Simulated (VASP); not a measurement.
# Co3O (Pm-3m) in VASP: relaxation of cell and atoms with PBE

Aim: the relaxation of cell and atoms of Co3O with PBE.

All numbers are computed with VASP 6.6.1; they aren't measurements. Logs are shortened: lines on timing, memory, paths and dates and some standing lists are left out, and cuts for length are marked.

### 1 The cell of the first run

Symmetry: Pm-3m, No. 221, cubic system. The conventional cell has a = 3.517 Å, b = 3.517 Å, c = 3.517 Å, α = 90.00°, β = 90.00°, γ = 90.00°. Co (site symmetry 4/mmm) has 8 Co at 2.49 Å and 4 O at 2.49 Å within 3.3 Å. O (site symmetry m-3m) has 12 Co at 2.49 Å within 3.3 Å.

### 2 Relaxation of cell and atoms, PBE, collinear spin, ferromagnetic start

INCAR

```
PREC = Accurate
ENCUT = 600
EDIFF = 1E-6
ISMEAR = 0
SIGMA = 0.1
LREAL = False
LASPH = True
NELM = 150
ALGO = Fast
ISIF = 3
LWAVE = False
LCHARG = False
ISPIN = 2
MAGMOM = 2.38 2.38 2.38 0.47
LORBIT = 11
LMAXMIX = 4
GGA = PE
IBRION = 2
NSW = 100
EDIFFG = -0.01
```

KPOINTS

```
Automatic mesh
0
Gamma
  14 14 14
```

POSCAR

```
Co3O
1.0
    3.5167768335      0.0000000000      0.0000000000
    0.0000000000      3.5167768335      0.0000000000
    0.0000000000      0.0000000000      3.5167768335
Co O
3 1
Direct
    0.0000000000      0.5000000000      0.5000000000
    0.5000000000      0.0000000000      0.5000000000
    0.5000000000      0.5000000000      0.0000000000
    0.0000000000      0.0000000000      0.0000000000
```

Potentials or basis: VASP PAW PBE potentials, release 64 (Co, O).

Run with:

```
> cat potpaw_PBE.64/Co/POTCAR potpaw_PBE.64/O/POTCAR > POTCAR
> mpirun -np 1 vasp_std > vasp.out
```

OUTCAR:

```text
PREC = Accurate
   ENCUT = 600
   EDIFF = 1E-6
   ISMEAR = 0
   LREAL = False
   LASPH = True
   NELM = 150
   ISIF = 3
   ISPIN = 2
   LORBIT = 11
   GGA = PE
   IBRION = 2
   NSW = 100
   EDIFFG = -0.01

 ion  position               nearest neighbor table
   1  0.000  0.500  0.500-   2 2.49   3 2.49   4 2.49   3 2.49   4 2.49   2 2.49   4 2.49   4 2.49
                             2 2.49   3 2.49   3 2.49   2 2.49
   2  0.500  0.000  0.500-   1 2.49   3 2.49   4 2.49   3 2.49   4 2.49   1 2.49   3 2.49   3 2.49
                             1 2.49   4 2.49   4 2.49   1 2.49
   3  0.500  0.500  0.000-   1 2.49   2 2.49   4 2.49   1 2.49   2 2.49   2 2.49   4 2.49   2 2.49
                             1 2.49   4 2.49   1 2.49   4 2.49
   4  0.000  0.000  0.000-   1 2.49   2 2.49   3 2.49   1 2.49   2 2.49   1 2.49   3 2.49   1 2.49
                             2 2.49   3 2.49   2 2.49   3 2.49

  LATTYP: Found a simple cubic cell.
 ALAT       =     3.5167768335

  Lattice vectors:

 A1 = (   3.5167768335,   0.0000000000,   0.0000000000)
 A2 = (   0.0000000000,   3.5167768335,   0.0000000000)
 A3 = (   0.0000000000,   0.0000000000,   3.5167768335)

Analysis of symmetry for initial positions (statically):
=====================================================================
 Subroutine PRICEL returns:
 Original cell was already a primitive cell.

 Routine SETGRP: Setting up the symmetry group for a
 simple cubic supercell.

 Subroutine GETGRP returns: Found 48 space group operations
 (whereof 48 operations were pure point group operations)
 out of a pool of 48 trial point group operations.

The static configuration has the point symmetry O_h .

Analysis of symmetry for dynamics (positions and initial velocities):
=====================================================================
 Subroutine PRICEL returns:
 Original cell was already a primitive cell.

 Routine SETGRP: Setting up the symmetry group for a
 simple cubic supercell.

 Subroutine GETGRP returns: Found 48 space group operations
 (whereof 48 operations were pure point group operations)
 out of a pool of 48 trial point group operations.

The dynamic configuration has the point symmetry O_h .

Analysis of structural, dynamic, and magnetic symmetry:
=====================================================================
 Subroutine PRICEL returns:
 Original cell was already a primitive cell.

 Routine SETGRP: Setting up the symmetry group for a
 simple cubic supercell.

 Subroutine GETGRP returns: Found 48 space group operations
[... 124 lines left out ...]
   IALGO  =     68    algorithm
   IMIX   =      4    mixing-type and parameters
     AMIX     =   0.40;   BMIX     =  1.00
     AMIX_MAG =   1.60;   BMIX_MAG =  1.00
  volume/ion in A,a.u.               =      10.87        73.38
  Fermi-wavevector in a.u.,A,eV,Ry     =   1.493143  2.821631 30.333853  2.229475
  Thomas-Fermi vector in A             =   2.605581
   LORBIT       =     11    0 simple, 1 ext, 2 COOP (PROOUT), +10 PAW based schemes
   GGA     = PE    functional components
   LHFCALC =     F    Hartree Fock is set to
   AEXX    =    0.0000 exact exchange contribution
   IVDW    =     0    specifies the selected vdW correction
   LEPSILON=     F    determine dielectric tensor
   LRPA    =     F    only Hartree local field effects (RPA)
 conjugate gradient relaxation of ions
 spin polarized calculation
 RMM-DIIS sequential band-by-band and
 Gauss-broadening in eV      SIGMA  =   0.10
  energy-cutoff  :      600.00
  volume of cell :       43.49
 maximum number of plane-waves:      1472
   NGX = 15   NGY = 15   NGZ = 15

--------------------------------------- Ionic step        1  -------------------------------------------

 number of electron      32.9999977 magnetization       6.7840930

 Free energy of the ion-electron system (eV)
  ---------------------------------------------------
  ext. energy  EPLUGINS =         0.00000000
  ---------------------------------------------------
  free energy    TOTEN  =       -24.45093302 eV

  energy without entropy =      -24.42969338  energy(sigma->0) =      -24.44031320

------------------------ aborting loop because EDIFF is reached ----------------------------------------

  FORCE on cell =-STRESS in cart. coord.  units (eV):
  Direction    XX          YY          ZZ          XY          YZ          ZX
  --------------------------------------------------------------------------------------
  -------------------------------------------------------------------------------------
  Total       -0.1594748     -0.1594748     -0.1594748     -0.0000000      0.0000000     -0.0000000
  in kB       -5.8744654     -5.8744654     -5.8744654     -0.0000000      0.0000000     -0.0000000
  external PRESSURE =      -5.8744654 kB  Pullay stress =       0.0000000 kB
[... 63 lines left out ...]
--------------------------------------- Ionic step        3  -------------------------------------------

 number of electron      32.9999973 magnetization       6.7747776

 Free energy of the ion-electron system (eV)
  ---------------------------------------------------
  ext. energy  EPLUGINS =         0.00000000
  ---------------------------------------------------
  free energy    TOTEN  =       -24.45124559 eV

  energy without entropy =      -24.42983257  energy(sigma->0) =      -24.44053908

 E-fermi :   8.6647     XC(G=0): -12.6836

 val. band max:        8.6614781779   @ k =   0.2857   0.2857   0.2857
 cond. band min:       8.6657285798   @ k =   0.2857   0.0000   0.0000
 fundamental gap:      0.0042504019
 Fermi energy:         8.6646777591

 spin component 1

 k-point     1 :       0.0000    0.0000    0.0000
  band No.  band energies     occupation
      1     -10.2905      1.00000
      2       1.6576      1.00000
      3       4.2766      1.00000
      4       4.2766      1.00000
      5       4.2766      1.00000
      6       4.4433      1.00000
[... 637 lines left out ...]
     23      16.1777      0.00000
     24      16.5897      0.00000

 [... further k-points ...]

 spin component 2

 k-point     1 :       0.0000    0.0000    0.0000
  band No.  band energies     occupation
      1      -9.6531      1.00000
      2       2.3260      1.00000
      3       5.0180      1.00000
      4       5.0180      1.00000
      5       5.0180      1.00000
      6       5.8591      1.00000
[... 670 lines left out ...]
  FREE ENERGIE OF THE ION-ELECTRON SYSTEM (eV)
  ---------------------------------------------------
  free  energy   TOTEN  =       -24.4512455942 eV

  energy  without entropy=      -24.4298325709  energy(sigma->0) =      -24.44053908

 reached required accuracy - stopping structural energy minimisation

 total charge

# of ion       s       p       d       tot
------------------------------------------
    1        0.437   0.394   7.214   8.045
    2        0.437   0.394   7.214   8.045
    3        0.437   0.394   7.214   8.045
    4        1.631   3.166   0.000   4.797
--------------------------------------------------
tot          2.943   4.348  21.641  28.931

 magnetization (x)

# of ion       s       p       d       tot
------------------------------------------
    1        0.006  -0.008   2.115   2.113
    2        0.006  -0.008   2.115   2.113
    3        0.006  -0.008   2.115   2.113
    4       -0.004   0.379   0.000   0.375
--------------------------------------------------
tot          0.013   0.355   6.346   6.714
```

OSZICAR:

```text
N       E                     dE             d eps       ncg     rms          rms(c)
DAV:   1     0.228899924331E+03    0.22890E+03   -0.16498E+04 11536   0.195E+03
DAV:   2    -0.704111825104E+01   -0.23594E+03   -0.22170E+03 11704   0.351E+02
[... 28 lines left out ...]
DAV:   1    -0.244525316189E+02   -0.13725E-02   -0.21668E-02 11776   0.191E+00    0.280E-01
RMM:   2    -0.244516660868E+02    0.86553E-03   -0.70114E-03 11533   0.941E-01    0.285E-01
RMM:   3    -0.244513823763E+02    0.28371E-03   -0.17072E-03 11553   0.463E-01    0.122E-01
RMM:   4    -0.244512611323E+02    0.12124E-03   -0.95793E-05 11538   0.946E-02    0.424E-02
RMM:   5    -0.244512495683E+02    0.11564E-04   -0.23436E-05 11645   0.582E-02    0.187E-02
RMM:   6    -0.244512451727E+02    0.43956E-05   -0.64107E-06 10282   0.231E-02    0.720E-03
RMM:   7    -0.244512455942E+02   -0.42150E-06   -0.21597E-06  7050   0.111E-02
   3 F= -.24451246E+02 E0= -.24440539E+02  d E =-.312578E-03  mag=     6.7747
```

It took 12 min on 1 thread of Oxide Virtual Turin-like, shared host; peak memory 0.31 GiB.

Results:

* Free energy: -24.4512 eV
* Relaxed volume: 10.83 Å³/atom
* Relaxed cell: a = 3.512 Å, b = 3.512 Å, c = 3.512 Å, α = 90.00°, β = 90.00°, γ = 90.00°
* Space group after relaxing (to 0.1 Å): Pm-3m (No. 221)
* Energy gained by relaxing: 0.1 meV/atom
* Ionic steps: 3
* Pressure after relaxing: 0.0 GPa
* Net moment: 6.77 μB per cell
* Site moments: Co +2.11; O +0.38 μB
* Valence electrons inside the program's atomic spheres: Co 8.04; O 4.80

Step by step:
```tsv
step	energy change (eV)	largest force (eV/Å)	pressure (GPa)	volume (Å³)
1	0.0000	0.0000	-0.59	43.49
2	-0.0002	0.0000	0.38	43.24
3	-0.0003	0.0000	-0.04	43.33
```

Final structure:
```yaml
crystal:
  lattice:
    - [3.51229, 0.00000, 0.00000]
    - [0.00000, 3.51229, 0.00000]
    - [0.00000, 0.00000, 3.51229]
  atoms:
    - { symbol: Co, position: [0.00000, 0.50000, 0.50000] }
    - { symbol: Co, position: [0.50000, 0.00000, 0.50000] }
    - { symbol: Co, position: [0.50000, 0.50000, 0.00000] }
    - { symbol: O, position: [0.00000, 0.00000, 0.00000] }
```

With open d or f shells a metallic result of PBE can be an artefact of self-interaction; +U or a hybrid may open a gap.
